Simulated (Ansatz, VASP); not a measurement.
## PbS in VASP and in Ansatz

```
CELL_PARAMETERS angstrom
0.00000 2.99040 2.99040
2.99040 0.00000 2.99040
2.99040 2.99040 0.00000
ATOMIC_POSITIONS crystal
Pb 0.50000 0.50000 0.50000
S 0.00000 0.00000 0.00000
```

Alike in both runs: task single point; functional PBEsol; k mesh 10 × 10 × 10; occupations gaussian, width 0.05 eV; no spin polarisation.

|  | VASP | Ansatz |
| --- | --- | --- |
| version | VASP 6.6.1 | Ansatz 0.2.0 |
| potentials or method | VASP PAW PBE potentials, release 64 (Pb_d, S), cutoff 520 eV | scalar-relativistic, plane waves, PAW |
| valence electrons in the cell | 20 | 20 |

|  | VASP | Ansatz | Ansatz less VASP |
| --- | --- | --- | --- |
| pressure (GPa) | -2.2 | -2.2 | +0.05 |

VASP's potentials were made for PBE, not for PBEsol.

Neither program's run includes spin-orbit coupling.
